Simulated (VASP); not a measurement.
# ScHg (P4/mmm) in VASP: further runs, part 2 of 2

VASP 6.6.1. The steps go on from the part before.

**5. Single point, LDA (strain +0.0150 x Voigt [0, 0, 1, 0, 0, 0])**

Input file INCAR:

```
PREC = Accurate
ENCUT = 520
EDIFF = 1E-7
ISMEAR = 0
SIGMA = 0.15
LREAL = False
LASPH = True
NELM = 80
ALGO = Fast
ISIF = 2
LWAVE = False
LCHARG = False
NBANDS = 18
```

Input file KPOINTS:

```
Automatic mesh
0
Gamma
  14 14 14
```

Input file POSCAR:

```
ScHg
1.0
    3.4800000000      0.0000000000      0.0000000000
    0.0000000000      3.4800000000      0.0000000000
    0.0000000000      0.0000000000      3.5322000000
Sc Hg
1 1
Direct
    0.5000000000      0.5000000000      0.5000000000
    0.0000000000      0.0000000000      0.0000000000
```

Potentials or basis: VASP PAW LDA potentials, release 64 (Sc_sv, Hg).

Command:

```sh
$ cat potpaw_LDA.64/Sc_sv/POTCAR potpaw_LDA.64/Hg/POTCAR > POTCAR
$ mpirun -np 1 vasp_std > vasp.out
```

OUTCAR:

```text
PREC = Accurate
   ENCUT = 520
   EDIFF = 1E-7
   ISMEAR = 0
   LREAL = False
   LASPH = True
   NELM = 80
   ISIF = 2

 ion  position               nearest neighbor table
   1  0.500  0.500  0.500-   2 3.03   2 3.03   2 3.03   2 3.03   2 3.03   2 3.03   2 3.03   2 3.03

   2  0.000  0.000  0.000-   1 3.03   1 3.03   1 3.03   1 3.03   1 3.03   1 3.03   1 3.03   1 3.03

  LATTYP: Found a simple tetragonal cell.
 ALAT       =     3.4800000000
 C/A-ratio  =     1.0150000000

  Lattice vectors:

 A1 = (   3.4800000000,   0.0000000000,   0.0000000000)
 A2 = (   0.0000000000,   3.4800000000,   0.0000000000)
 A3 = (   0.0000000000,   0.0000000000,   3.5322000000)

Analysis of symmetry for initial positions (statically):
=====================================================================
 Subroutine PRICEL returns:
 Original cell was already a primitive cell.

 Routine SETGRP: Setting up the symmetry group for a
 simple tetragonal supercell.

 Subroutine GETGRP returns: Found 16 space group operations
 (whereof 16 operations were pure point group operations)
 out of a pool of 16 trial point group operations.

The static configuration has the point symmetry D_4h.

Analysis of symmetry for dynamics (positions and initial velocities):
=====================================================================
 Subroutine PRICEL returns:
 Original cell was already a primitive cell.

 Routine SETGRP: Setting up the symmetry group for a
 simple tetragonal supercell.

 Subroutine GETGRP returns: Found 16 space group operations
 (whereof 16 operations were pure point group operations)
 out of a pool of 16 trial point group operations.

The dynamic configuration has the point symmetry D_4h.

 Subroutine INISYM returns: Found 16 space group operations
 (whereof 16 operations are pure point group operations),
 and found     1 'primitive' translations

----------------------------------------------------------------------------------------

                                     Primitive cell

  volume of cell :      42.7764

  direct lattice vectors                    reciprocal lattice vectors
     3.480000000  0.000000000  0.000000000     0.287356322  0.000000000  0.000000000
     0.000000000  3.480000000  0.000000000     0.000000000  0.287356322  0.000000000
     0.000000000  0.000000000  3.532200000     0.000000000  0.000000000  0.283109677

  length of vectors
     3.480000000  3.480000000  3.532200000     0.287356322  0.287356322  0.283109677

  position of ions in fractional coordinates (direct lattice)
     0.500000000  0.500000000  0.500000000
     0.000000000  0.000000000  0.000000000

  ion indices of the primitive-cell ions
   primitive index   ion index
                 1           1
                 2           2

----------------------------------------------------------------------------------------

 KPOINTS: Automatic mesh

Automatic generation of k-mesh.
 Grid dimensions read from file:
 generate k-points for:   14   14   14

 Generating k-lattice:

  Cartesian coordinates                     Fractional coordinates (reciprocal lattice)
     0.020525452  0.000000000  0.000000000     0.071428571  0.000000000  0.000000000
     0.000000000  0.020525452  0.000000000     0.000000000  0.071428571  0.000000000
     0.000000000  0.000000000  0.020222120     0.000000000  0.000000000  0.071428571

  Length of vectors
     0.020525452  0.020525452  0.020222120

  Shift w.r.t. Gamma in fractional coordinates (k-lattice)
     0.000000000  0.000000000  0.000000000

 Subroutine IBZKPT returns following result:
 ===========================================

 Found    288 irreducible k-points:

 Following reciprocal coordinates:
            Coordinates               Weight
  0.000000  0.000000  0.000000      1.000000
  0.071429  0.000000  0.000000      4.000000
  0.142857  0.000000  0.000000      4.000000
  0.214286  0.000000  0.000000      4.000000
  0.285714  0.000000  0.000000      4.000000
  0.357143  0.000000  0.000000      4.000000
[... 16 lines left out ...]
  0.285714  0.214286  0.000000      8.000000
  0.357143  0.214286  0.000000      8.000000
 [... further k-points ...]
   k-points           NKPTS =    288   k-points in BZ     NKDIM =    288   number of bands    NBANDS=     18
   number of dos      NEDOS =    301   number of ions     NIONS =      2
   total plane-waves  NPLWV =  21952
   dimension x,y,z NGX =    28 NGY =   28 NGZ =   28
   dimension x,y,z NGXF=    56 NGYF=   56 NGZF=   56
   ions per type =               1   1
   NGX,Y,Z   is equivalent  to a cutoff of  13.38, 13.38, 13.18 a.u.
   NGXF,Y,Z  is equivalent  to a cutoff of  26.75, 26.75, 26.36 a.u.
 SYSTEM =  unknown system
   PREC   = accura    normal or accurate (medium, high low for compatibility)
   ISTART =      0    job   : 0-new  1-cont  2-samecut
   ICHARG =      2    charge: 1-file 2-atom 10-const
   ISPIN  =      1    spin polarized calculation?
   LNONCOLLINEAR =      F non collinear calculations
   LSORBIT =      F    spin-orbit coupling
   LASPH  =      T    aspherical Exc in radial PAW
   ENCUT  =  520.0 eV  38.22 Ry    6.18 a.u.   6.47  6.47  6.57*2*pi/ulx,y,z
   NELM   =     80;   NELMIN=  2; NELMDL= -5     # of ELM steps
   EDIFF  = 0.1E-06   stopping-criterion for ELM
   LREAL  =      F    real-space projection
   EDIFFG = 0.1E-05   stopping-criterion for IOM
   NSW    =      0    number of steps for IOM
   IBRION =     -1    ionic relax: 0-MD 1-quasi-New 2-CG
   NFREE  =      0    steps in history (QN), initial steepest desc. (CG)
   ISIF   =      2    stress and relaxation
   ISYM   =      2    0-nonsym 1-usesym 2-fastsym
   POTIM  = 0.5000    time-step for ionic-motion
   TEBEG  =    0.0;   TEEND  =   0.0 temperature during run
   PSTRESS=    0.0 pullay stress
   NELECT =      23.0000    total number of electrons
   NUPDOWN=      -1.0000    fix difference up-down
   EMIN   =  10.00;   EMAX   =-10.00  energy-range for DOS
   EFERMI =   0.00;   METHOD = LEGACY
   ISMEAR =     0;   SIGMA  =   0.15  broadening in eV -4-tet -1-fermi 0-gaus
   EFERMI_NEDOS =   21; number of points for ismear=-14 and -15
   IALGO  =     68    algorithm
   IMIX   =      4    mixing-type and parameters
     AMIX     =   0.40;   BMIX     =  1.00
     AMIX_MAG =   1.60;   BMIX_MAG =  1.00
  volume/ion in A,a.u.               =      21.39       144.33
  Fermi-wavevector in a.u.,A,eV,Ry     =   1.331219  2.515639 24.111484  1.772144
  Thomas-Fermi vector in A             =   2.460247
   LORBIT       =      0    0 simple, 1 ext, 2 COOP (PROOUT), +10 PAW based schemes
   GGA     = CA    functional components
   LHFCALC =     F    Hartree Fock is set to
   AEXX    =    0.0000 exact exchange contribution
   IVDW    =     0    specifies the selected vdW correction
   LEPSILON=     F    determine dielectric tensor
   LRPA    =     F    only Hartree local field effects (RPA)
 non-spin polarized calculation
 RMM-DIIS sequential band-by-band and
 Gauss-broadening in eV      SIGMA  =   0.15
  energy-cutoff  :      520.00
  volume of cell :       42.78
 maximum number of plane-waves:      1181
 NGX is ok and might be reduce to    28
   NGX = 13   NGY = 13   NGZ = 13

 number of electron      23.0000001 magnetization

 Free energy of the ion-electron system (eV)
  ---------------------------------------------------
  ext. energy  EPLUGINS =         0.00000000
  ---------------------------------------------------
  free energy    TOTEN  =        -8.82667689 eV

  energy without entropy =       -8.80040594  energy(sigma->0) =       -8.81354142

 E-fermi :   4.2419     XC(G=0): -11.2417

 val. band max:        4.2416443825   @ k =   0.5000   0.0714   0.2857
 cond. band min:       4.2426106081   @ k =   0.2143   0.2143   0.1429
 fundamental gap:      0.0009662256
 Fermi energy:         4.2419426282

 k-point     1 :       0.0000    0.0000    0.0000
  band No.  band energies     occupation
      1     -45.2661      2.00000
      2     -24.1853      2.00000
      3     -24.1727      2.00000
      4     -24.1727      2.00000
      5      -4.2645      2.00000
      6      -3.7122      2.00000
[... 10 lines left out ...]
     17       9.2776      0.00000
     18       9.2776      0.00000

 k-point     2 :       0.0714    0.0000    0.0000
  band No.  band energies     occupation
      1     -45.2656      2.00000
      2     -24.1848      2.00000
      3     -24.1791      2.00000
      4     -24.1723      2.00000
      5      -4.1901      2.00000
      6      -3.6930      2.00000
[... 10 lines left out ...]
     17       9.1691      0.00000
     18       9.5142      0.00000
[... 442 lines left out ...]
 k-point    24 :       0.3571    0.2143    0.0000
  band No.  band energies     occupation
      1     -45.2543      2.00000
      2     -24.2695      2.00000
      3     -24.2117      2.00000
      4     -24.1736      2.00000
      5      -3.5094      2.00000
      6      -3.3587      2.00000
[... 10 lines left out ...]
     17       9.6095      0.00000
     18      12.9800      0.00000

 [... further k-points ...]
[... 5 lines left out ...]
  --------------------------------------------------------------------------------------
  -------------------------------------------------------------------------------------
  Total       -1.2229972     -1.2229972     -1.3403049      0.0000000      0.0000000     -0.0000000
  in kB      -45.8070433    -45.8070433    -50.2007746      0.0000000      0.0000000     -0.0000000
  external PRESSURE =     -47.2716204 kB  Pullay stress =       0.0000000 kB

 VOLUME and BASIS-vectors are now :
 -----------------------------------------------------------------------------
  energy-cutoff  :      520.00
  volume of cell :       42.78
      direct lattice vectors                 reciprocal lattice vectors
     3.480000000  0.000000000  0.000000000     0.287356322  0.000000000  0.000000000
     0.000000000  3.480000000  0.000000000     0.000000000  0.287356322  0.000000000
     0.000000000  0.000000000  3.532200000     0.000000000  0.000000000  0.283109677

 POSITION                                       TOTAL-FORCE (eV/Angst)
 -----------------------------------------------------------------------------------
      1.74000      1.74000      1.76610         0.000000      0.000000      0.000000
      0.00000      0.00000      0.00000         0.000000      0.000000      0.000000
 -----------------------------------------------------------------------------------
    total drift:                                0.000000      0.000000      0.000000

  FREE ENERGIE OF THE ION-ELECTRON SYSTEM (eV)
  ---------------------------------------------------
  free  energy   TOTEN  =        -8.8266768946 eV

  energy  without entropy=       -8.8004059396  energy(sigma->0) =       -8.81354142
```

stdout:

```text
POSCAR found type information on POSCAR ScHg
 POSCAR found :  2 types and       2 ions
 scaLAPACK will be used
 LDA part: xc-table for (Slater(with rela. corr.)+CA(PZ))
 , standard interpolation
 POSCAR, INCAR and KPOINTS ok, starting setup
 FFT: planning ... GRIDC
 FFT: planning ... GRID_SOFT
 FFT: planning ... GRID
 WAVECAR not read
 entering main loop
```

It took 89 s on 1 thread of Intel Xeon 6975P-C (Granite Rapids), shared host; peak memory 0.33 GiB.

Results:

```yaml
Free_energy: -8.8267 eV
Pressure: -4.7 GPa
Band_gap_on_the_k_mesh: zero (an odd number of electrons rules out a gap without spin polarisation)
```

Stress tensor (GPa, compression positive):
```
-4.58  0.00  0.00
 0.00 -4.58  0.00
 0.00  0.00 -5.02
```

Caveat: the cell differs from its parent crystal (strain +0.0150 x Voigt [0, 0, 1, 0, 0, 0]); the cell stands under tension; spin-orbit coupling is left out, which moves the levels of the heavy elements.

**6. Single point, LDA (strain +0.0200 x Voigt [0, 0, 1, 0, 0, 0])**

Input file INCAR:

```
SYSTEM = ScHg
PREC     = Accurate       ! precision mode
ENCUT    = 520            ! plane-wave cutoff, eV
EDIFF    = 1E-7           ! SCF threshold, eV
ISMEAR   = 0              ! smearing method
SIGMA    = 0.15           ! smearing width, eV
LREAL    = .FALSE.        ! projectors in reciprocal space
LASPH    = .TRUE.         ! aspherical terms in the spheres
NELM     = 60             ! most SCF steps
ALGO     = Fast           ! electronic algorithm
ISIF     = 2              ! what is computed and relaxed
LWAVE    = .FALSE.        ! write WAVECAR
LCHARG   = .FALSE.        ! write CHGCAR
NBANDS   = 18             ! bands
```

Input file KPOINTS:

```
regular mesh
0
G
  14 14 14
  0 0 0
```

POSCAR: that of step 5 with these lines changed.

```diff
@@ -4,3 +4,3 @@
     0.0000000000      3.4800000000      0.0000000000
-    0.0000000000      0.0000000000      3.5322000000
+    0.0000000000      0.0000000000      3.5496000000
 Sc Hg
```

Potentials or basis: VASP PAW LDA potentials, release 64 (Sc_sv, Hg).

Command:

```sh
$ cat potpaw_LDA.64/Sc_sv/POTCAR potpaw_LDA.64/Hg/POTCAR > POTCAR
$ mpirun -np 1 vasp_std > vasp.out
```

It took 89 s on 1 thread of Intel Xeon 6975P-C (Granite Rapids), shared host; peak memory 0.33 GiB.

Results (log left out):

- Free energy: -8.8199 eV
- Pressure: -5.1 GPa
- Band gap on the k mesh: zero (an odd number of electrons rules out a gap without spin polarisation)

Stress tensor (GPa, compression positive):
```
-4.89  0.00  0.00
 0.00 -4.89  0.00
 0.00  0.00 -5.47
```

Levels at points of the mesh, in eV from the Fermi level:
| k point | band 10 | band 11 | band 12 | band 13 | band 14 | band 15 |
| --- | --- | --- | --- | --- | --- | --- |
| (0.00, 0.00, 0.00) | -7.10 | 0.27 | 0.31 | 2.36 | 2.36 | 2.40 |
| (0.50, 0.00, 0.00) | -4.97 | -3.76 | 0.00 | 0.65 | 0.82 | 2.16 |
| (0.50, 0.50, 0.00) | -3.96 | -0.86 | -0.86 | 0.63 | 1.94 | 1.94 |
| (0.00, 0.00, 0.50) | -5.16 | -3.83 | -0.05 | 0.82 | 0.82 | 2.21 |
| (0.50, 0.00, 0.50) | -4.11 | -0.98 | -0.92 | 0.50 | 1.97 | 2.02 |
| (0.50, 0.50, 0.50) | -1.74 | -1.72 | -1.72 | -0.95 | 2.85 | 2.93 |

Caveat: the cell differs from its parent crystal (strain +0.0200 x Voigt [0, 0, 1, 0, 0, 0]); the cell stands under tension; spin-orbit coupling is left out, which moves the levels of the heavy elements.

**7. Overview**

```tsv
cell	further INCAR settings	gap on the mesh (eV)	pressure (GPa)
a = 3.480, b = 3.480, c = 3.410 Å, 2 atoms	ALGO = Fast; EDIFF = 1e-06; NBANDS = 18	none	-1.9
a = 3.480, b = 3.480, c = 3.445 Å, 2 atoms	ALGO = Fast; EDIFF = 1e-06; NBANDS = 18	none	-2.8
a = 3.480, b = 3.480, c = 3.497 Å, 2 atoms	ALGO = Fast; EDIFF = 1e-06; NBANDS = 18	none	-4.0
a = 3.480, b = 3.480, c = 3.532 Å, 2 atoms	ALGO = Fast; EDIFF = 1e-07; NBANDS = 18	none	-4.7
a = 3.480, b = 3.480, c = 3.550 Å, 2 atoms	ALGO = Fast; EDIFF = 1e-07; NBANDS = 18	none	-5.1
```

Alike in all rows: task single point; level LDA; potentials or basis VASP PAW LDA potentials, release 64 (Sc_sv, Hg); no spin polarisation; k mesh 14 × 14 × 14; cutoff (eV) 520; smearing gaussian 0.15 eV.

Caveats: spin-orbit coupling is left out, which moves the levels of the heavy elements; the cell stands under tension (at least some runs).

Absolute energies hang on the potentials; compare differences alone.
